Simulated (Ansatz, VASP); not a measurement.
## SnO2 in VASP and in Ansatz

```
Sn O
1.0
    -3.23725    0.00000    0.00000
    -1.61863   -2.80354    0.00000
    -1.94235   -1.12142   12.62548
Sn O
3 6
Direct
  0.46271 0.46271 0.50988
  0.93202 0.93202 0.16995
  0.99341 0.99341 0.84982
  0.56730 0.56730 0.24841
  0.62869 0.62869 0.92827
  0.09800 0.09800 0.58834
  0.35812 0.35812 0.77136
  0.82743 0.82743 0.43143
  0.29674 0.29674 0.09149
```

Alike in both runs: task single point; functional PBE; dispersion D3(BJ); k mesh 9 × 9 × 2; occupations gaussian, width 0.05 eV; no spin polarisation.

|  | VASP | Ansatz |
| --- | --- | --- |
| version | VASP 6.6.1 | Ansatz 0.2.0 |
| potentials or method | VASP PAW PBE potentials, release 64 (Sn_d, O), cutoff 520 eV | scalar-relativistic, plane waves, PAW |
| valence electrons in the cell | 78 | 78 |

|  | VASP | Ansatz | Ansatz less VASP |
| --- | --- | --- | --- |
| gap on the k mesh at the Fermi level (eV) | 1.36 | 1.38 | +0.021 |
| least direct gap on the mesh (eV) | 1.36 | 1.38 | +0.021 |
| pressure (GPa) | 1.6 | 0.9 | -0.69 |
| traceless stress, the component that is largest in VASP (GPa) | 1.20 | 1.65 | +0.453 |
| rms of the force components (eV/Å) | 0.140 | 0.147 | +0.0061 |

Atom by atom the forces differ by 0.027 eV/Å (rms over components).
